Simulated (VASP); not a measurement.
# BaTiO3 (Pm) in VASP: single point with r2SCAN

Aim: the single point of BaTiO3 with r2SCAN.

Program: VASP 6.6.1. These are calculated values, not measurements. Logs are shortened: lines on timing, memory, paths and dates and some standing lists are left out, and cuts for length are marked.

## (1) The cell of the first run

The typed cell holds 10 atoms: a = 5.611 Å, b = 3.982 Å, c = 5.611 Å, α = 90.11°, β = 90.64°, γ = 89.89°.

## (2) Single point, r2SCAN

POSCAR

```
BaTiO3
1.0
    3.9455260385     -2.8175813442     -2.8248603080
    0.0000000000      2.8121585168     -2.8194498877
    3.9455260385      2.8175813442      2.8248603080
Ba Ti O
2 2 6
Direct
    0.9995428616      0.9996807702      0.0004571384
    0.4995428616      0.9996807702      0.5004571384
    0.9931989718      0.4879566958      0.5068010282
    0.4931989718      0.4879566958      0.0068010282
    0.7559058871      0.5113372159      0.2440941129
    0.2559058871      0.5113372159      0.7440941129
    0.5051498776      0.0172555591      0.9948501224
    0.0051498776      0.0172555591      0.4948501224
    0.7592024019      0.5097697590      0.7407975981
    0.2592024019      0.5097697590      0.2407975981
```

INCAR.step1

```
PREC     = Accurate       # precision mode
ENCUT    = 520            # plane-wave cutoff, eV
ISMEAR   = -1             # smearing method
SIGMA    = 0.1            # smearing width, eV
LREAL    = False          # projectors in reciprocal space
LASPH    = True           # aspherical terms in the spheres
NELM     = 60             # most SCF steps
NBANDS   = 51             # bands
GGA      = PE             # functional
ALGO     = Normal         # electronic algorithm
EDIFF    = 1E-4           # SCF threshold, eV
LWAVE    = True           # write WAVECAR
LCHARG   = False          # write CHGCAR
```

INCAR.step2

```
PREC     = Accurate       # precision mode
ENCUT    = 520            # plane-wave cutoff, eV
EDIFF    = 1E-6           # SCF threshold, eV
ISMEAR   = -1             # smearing method
SIGMA    = 0.1            # smearing width, eV
LREAL    = False          # projectors in reciprocal space
LASPH    = True           # aspherical terms in the spheres
NELM     = 60             # most SCF steps
ALGO     = Normal         # electronic algorithm
ISIF     = 2              # what is computed and relaxed
LWAVE    = False          # write WAVECAR
LCHARG   = False          # write CHGCAR
METAGGA  = R2SCAN         # meta-GGA
LMIXTAU  = True         
NBANDS   = 51             # bands
ISTART   = 1
```

KPOINTS

```
Automatic mesh
0
Gamma
  3 5 3
```

Potentials or basis: VASP PAW PBE potentials, release 64 (Ba_sv, Ti_sv, O).

Started as:

```sh
$ cat potpaw_PBE.64/Ba_sv/POTCAR potpaw_PBE.64/Ti_sv/POTCAR potpaw_PBE.64/O/POTCAR > POTCAR
$ cp INCAR.step1 INCAR
$ mpirun -np 1 vasp_std > vasp.out
$ cp INCAR.step2 INCAR
$ mpirun -np 1 vasp_std > vasp.out
```

OUTCAR:

```text
PREC = Accurate
   ENCUT = 520
   EDIFF = 1E-6
   ISMEAR = -1
   LREAL = False
   LASPH = True
   NELM = 60
   ISIF = 2
   METAGGA = R2SCAN
   ISTART = 1

 ion  position               nearest neighbor table
   1  1.000  1.000  0.000-   5 2.75   7 2.77   8 2.77  10 2.78   9 2.78   5 2.81   6 2.82   9 2.83
                            10 2.83   7 2.84   8 2.84   6 2.89   4 3.39   3 3.39   3 3.44   4 3.44
   2  0.500  1.000  0.500-   6 2.75   7 2.77   8 2.77   9 2.78  10 2.78   6 2.81   5 2.82   9 2.83
                            10 2.83   8 2.84   7 2.84   5 2.89   3 3.39   4 3.39   3 3.44   4 3.44
   3  0.993  0.488  0.507-   9 1.87   8 1.88   5 1.98   6 1.98   8 2.11  10 2.12   2 3.39   1 3.39
                             1 3.44   2 3.44   2 3.44   1 3.44   2 3.50   1 3.50
   4  0.493  0.488  0.007-  10 1.87   7 1.88   5 1.98   6 1.98   7 2.11   9 2.12   1 3.39   2 3.39
                             1 3.44   2 3.44   1 3.44   2 3.44   1 3.50   2 3.50
   5  0.756  0.511  0.244-   3 1.98   4 1.98   1 2.75   1 2.81   2 2.82   2 2.89
   6  0.256  0.511  0.744-   3 1.98   4 1.98   2 2.75   2 2.81   1 2.82   1 2.89
   7  0.505  0.017  0.995-   4 1.88   4 2.11   1 2.77   2 2.77   2 2.84   1 2.84
   8  0.005  0.017  0.495-   3 1.88   3 2.11   1 2.77   2 2.77   1 2.84   2 2.84
   9  0.759  0.510  0.741-   3 1.87   4 2.12   2 2.78   1 2.78   1 2.83   2 2.83
  10  0.259  0.510  0.241-   4 1.87   3 2.12   1 2.78   2 2.78   1 2.83   2 2.83

  LATTYP: Found a base centered monoclinic cell.
 ALAT       =     7.9796241493
 B/A-ratio  =     0.9889002200
 C/A-ratio  =     0.4990400243
 COS(beta)  =    -0.0025847563

  Lattice vectors:

 A1 = (  -3.9455260385,   2.8175813442,   2.8248603080)
 A2 = (   3.9455260385,   2.8175813442,   2.8248603080)
 A3 = (   0.0000000000,   2.8121585168,  -2.8194498877)

Analysis of symmetry for initial positions (statically):
=====================================================================
 Subroutine PRICEL returns following result:

  LATTYP: Found a simple monoclinic cell.
 ALAT       =     3.9821518295
 B/A-ratio  =     0.9908025127
 C/A-ratio  =     1.0019236447
 COS(beta)  =    -0.0025847563

  Lattice vectors:

 A1 = (   0.0000000000,   2.8121585168,  -2.8194498877)
 A2 = (  -3.9455260385,   0.0000000000,   0.0000000000)
 A3 = (   0.0000000000,   2.8175813442,   2.8248603080)

   2 primitive cells build up your supercell.

 Routine SETGRP: Setting up the symmetry group for a
 base centered monoclinic supercell.

 Subroutine GETGRP returns: Found  2 space group operations
 (whereof  2 operations were pure point group operations)
 out of a pool of  4 trial point group operations.

The static configuration has the point symmetry C_1h.

Analysis of symmetry for dynamics (positions and initial velocities):
=====================================================================
 Subroutine PRICEL returns following result:

  LATTYP: Found a simple monoclinic cell.
 ALAT       =     3.9821518295
 B/A-ratio  =     0.9908025127
 C/A-ratio  =     1.0019236447
 COS(beta)  =    -0.0025847563

  Lattice vectors:

 A1 = (   0.0000000000,   2.8121585168,  -2.8194498877)
 A2 = (  -3.9455260385,   0.0000000000,   0.0000000000)
 A3 = (   0.0000000000,   2.8175813442,   2.8248603080)

   2 primitive cells build up your supercell.

 Routine SETGRP: Setting up the symmetry group for a
 base centered monoclinic supercell.

 Subroutine GETGRP returns: Found  2 space group operations
 (whereof  2 operations were pure point group operations)
 out of a pool of  4 trial point group operations.

The dynamic configuration has the point symmetry C_1h.

 Subroutine INISYM returns: Found  2 space group operations
 (whereof  2 operations are pure point group operations),
 and found     2 'primitive' translations

----------------------------------------------------------------------------------------

                                     Primitive cell

  volume of cell :      62.6865

  direct lattice vectors                    reciprocal lattice vectors
     0.000000000  2.812158517 -2.819449888     0.000000000  0.177798533 -0.177340390
    -3.945526038  0.000000000  0.000000000    -0.253451629  0.000000000  0.000000000
     0.000000000  2.817581344  2.824860308     0.000000000  0.177457997  0.176999074

  length of vectors
     3.982151829  3.945526038  3.989812075     0.251121349  0.253451629  0.250639209

  position of ions in fractional coordinates (direct lattice)
     0.999680770  0.000000000  0.000914277
     0.487956696  0.500000000  0.513602056
     0.511337216  0.000000000  0.488188226
     0.017255559  0.500000000  0.489700245
     0.509769759  0.500000000  0.981595196

  ion indices of the primitive-cell ions
   primitive index   ion index
                 1           1
                 2           3
                 3           5
                 4           7
                 5           9

----------------------------------------------------------------------------------------

 KPOINTS: Automatic mesh

Automatic generation of k-mesh.
 Grid dimensions read from file:
 generate k-points for:    3    5    3

 Generating k-lattice:

  Cartesian coordinates                     Fractional coordinates (reciprocal lattice)
     0.042241938 -0.029576333 -0.029499846     0.333333333  0.000000000  0.000000000
     0.000000000  0.035559707 -0.035468078     0.000000000  0.200000000 -0.000000000
     0.042241938  0.029576333  0.029499846     0.000000000  0.000000000  0.333333333

  Length of vectors
     0.059408599  0.050224270  0.059408599

  Shift w.r.t. Gamma in fractional coordinates (k-lattice)
     0.000000000  0.000000000  0.000000000

 Subroutine IBZKPT returns following result:
 ===========================================

 Found     16 irreducible k-points:

 Following reciprocal coordinates:
            Coordinates               Weight
  0.000000  0.000000  0.000000      1.000000
  0.333333 -0.000000 -0.000000      4.000000
  0.000000  0.200000 -0.000000      2.000000
  0.333333  0.200000 -0.000000      4.000000
 -0.333333  0.200000  0.000000      4.000000
  0.000000  0.400000 -0.000000      2.000000
[... 8 lines left out ...]
 -0.333333 -0.400000  0.333333      2.000000
 -0.333333 -0.200000  0.333333      2.000000
   k-points           NKPTS =     16   k-points in BZ     NKDIM =     16   number of bands    NBANDS=     51
   number of dos      NEDOS =    301   number of ions     NIONS =     10
   total plane-waves  NPLWV =  52920
   dimension x,y,z NGX =    42 NGY =   30 NGZ =   42
   dimension x,y,z NGXF=    84 NGYF=   60 NGZF=   84
   ions per type =               2   2   6
   NGX,Y,Z   is equivalent  to a cutoff of  12.44, 12.52, 12.44 a.u.
   NGXF,Y,Z  is equivalent  to a cutoff of  24.89, 25.05, 24.89 a.u.
 SYSTEM =  unknown system
   PREC   = accura    normal or accurate (medium, high low for compatibility)
   ISTART =      1    job   : 0-new  1-cont  2-samecut
   ICHARG =      0    charge: 1-file 2-atom 10-const
   ISPIN  =      1    spin polarized calculation?
   LNONCOLLINEAR =      F non collinear calculations
   LSORBIT =      F    spin-orbit coupling
   LASPH  =      T    aspherical Exc in radial PAW
   ENCUT  =  520.0 eV  38.22 Ry    6.18 a.u.  10.43  7.40 10.43*2*pi/ulx,y,z
   NELM   =     60;   NELMIN=  2; NELMDL=  0     # of ELM steps
   EDIFF  = 0.1E-05   stopping-criterion for ELM
   LREAL  =      F    real-space projection
   EDIFFG = 0.1E-04   stopping-criterion for IOM
   NSW    =      0    number of steps for IOM
   IBRION =     -1    ionic relax: 0-MD 1-quasi-New 2-CG
   NFREE  =      0    steps in history (QN), initial steepest desc. (CG)
   ISIF   =      2    stress and relaxation
   ISYM   =      2    0-nonsym 1-usesym 2-fastsym
   POTIM  = 0.5000    time-step for ionic-motion
   TEBEG  =    0.0;   TEEND  =   0.0 temperature during run
   PSTRESS=    0.0 pullay stress
   NELECT =      80.0000    total number of electrons
   NUPDOWN=      -1.0000    fix difference up-down
   EMIN   =  10.00;   EMAX   =-10.00  energy-range for DOS
   EFERMI =   0.00;   METHOD = LEGACY
   ISMEAR =    -1;   SIGMA  =   0.10  broadening in eV -4-tet -1-fermi 0-gaus
   EFERMI_NEDOS =   21; number of points for ismear=-14 and -15
   IALGO  =     38    algorithm
   IMIX   =      4    mixing-type and parameters
     AMIX     =   0.40;   BMIX     =  1.00
     AMIX_MAG =   1.60;   BMIX_MAG =  1.00
  volume/ion in A,a.u.               =      12.54        84.61
  Fermi-wavevector in a.u.,A,eV,Ry     =   1.409409  2.663396 27.027057  1.986433
  Thomas-Fermi vector in A             =   2.531467
   LORBIT       =      0    0 simple, 1 ext, 2 COOP (PROOUT), +10 PAW based schemes
   METAGGA = R2SCAN    functional components
   LHFCALC =     F    Hartree Fock is set to
   AEXX    =    0.0000 exact exchange contribution
   IVDW    =     0    specifies the selected vdW correction
   LEPSILON=     F    determine dielectric tensor
   LRPA    =     F    only Hartree local field effects (RPA)
 non-spin polarized calculation
  energy-cutoff  :      520.00
  volume of cell :      125.37
 maximum number of plane-waves:      3407
 NGX is ok and might be reduce to    42
   NGX = 21   NGY = 15   NGZ = 21

 number of electron      80.0000029 magnetization

 Free energy of the ion-electron system (eV)
  ---------------------------------------------------
  ext. energy  EPLUGINS =         0.00000000
  ---------------------------------------------------
  free energy    TOTEN  =      -148.41336066 eV

  energy without entropy =     -148.41335832  energy(sigma->0) =     -148.41335949

 E-fermi :   4.9850     XC(G=0): -12.0375

 val. band max:        3.6816378868   @ k =   0.0000   0.4000  -0.0000
 cond. band min:       6.1851326261   @ k =   0.0000   0.0000   0.0000
 fundamental gap:      2.5034947393
 Fermi energy:         4.9849596383

 k-point     1 :       0.0000    0.0000    0.0000
  band No.  band energies     occupation
      1     -54.8787      2.00000
      2     -54.8760      2.00000
      3     -30.1518      2.00000
      4     -30.1196      2.00000
      5     -30.0938      2.00000
      6     -30.0873      2.00000
[... 43 lines left out ...]
     50       9.2515      0.00000
     51       9.3881      0.00000
[... 808 lines left out ...]
     50      10.9671      0.00000
     51      11.2237      0.00000

------------------------ aborting loop because EDIFF is reached ----------------------------------------

  FORCE on cell =-STRESS in cart. coord.  units (eV):
  Direction    XX          YY          ZZ          XY          YZ          ZX
  --------------------------------------------------------------------------------------
  -------------------------------------------------------------------------------------
  Total        5.6048003      5.6826200      5.6170585      0.0000000      0.0135793      0.0000000
  in kB       71.6253918     72.6198723     71.7820434      0.0000000      0.1735338      0.0000000
  external PRESSURE =      72.0091025 kB  Pullay stress =       0.0000000 kB

 VOLUME and BASIS-vectors are now :
 -----------------------------------------------------------------------------
  energy-cutoff  :      520.00
  volume of cell :      125.37
      direct lattice vectors                 reciprocal lattice vectors
     3.945526039 -2.817581344 -2.824860308     0.126725814 -0.088728999 -0.088499537
     0.000000000  2.812158517 -2.819449888     0.000000000  0.177798533 -0.177340390
     3.945526039  2.817581344  2.824860308     0.126725814  0.088728999  0.088499537

 POSITION                                       TOTAL-FORCE (eV/Angst)
 -----------------------------------------------------------------------------------
      3.94553     -0.00374     -5.64083         0.000000     -0.000825     -0.025164
      3.94553      2.81384     -2.81597         0.000000     -0.000825     -0.025164
      5.91829      0.00175     -2.74978         0.000000     -0.001775     -0.137235
      1.97276      0.00175     -2.74978         0.000000     -0.001775     -0.137235
      3.94553     -0.00411     -2.88749         0.000000     -0.001367      0.013366
      3.94553      2.81347     -0.06263         0.000000     -0.001367      0.013366
      5.91829      1.42830      1.33468         0.000000     -0.061889      0.071584
      1.97276      1.42830      1.33468         0.000000     -0.061889      0.071584
      5.91829      1.38170     -1.48926         0.000000      0.065855      0.077449
      1.97276      1.38170     -1.48926         0.000000      0.065855      0.077449
 -----------------------------------------------------------------------------------
    total drift:                               -0.000004     -0.006317      0.003001

  FREE ENERGIE OF THE ION-ELECTRON SYSTEM (eV)
  ---------------------------------------------------
  free  energy   TOTEN  =      -148.4133606555 eV

  energy  without entropy=     -148.4133583243  energy(sigma->0) =     -148.41335949
```

Wall time 4.1 min (1 thread of Intel Xeon 6975P-C (Granite Rapids), shared host); peak memory 0.29 GiB.

What came out:

* Free energy: -148.4134 eV
* Pressure: 7.2 GPa
* Largest force: 0.137 eV/Å
* Band gap on the k mesh: 2.50 eV

Forces on the atoms (eV/Å):
```
Ba   0.000 -0.001 -0.025
Ba   0.000 -0.001 -0.025
Ti   0.000 -0.002 -0.137
Ti   0.000 -0.002 -0.137
O    0.000 -0.001  0.013
O    0.000 -0.001  0.013
O    0.000 -0.062  0.072
O    0.000 -0.062  0.072
O    0.000  0.066  0.077
O    0.000  0.066  0.077
```

Caveat: the cell stands under pressure; the PAW data sets were made with another functional, which shifts forces and pressure a little; spin-orbit coupling is left out, which moves the levels of the heavy elements; an odd mesh through Γ misses points on the zone boundary, where band edges can lie.
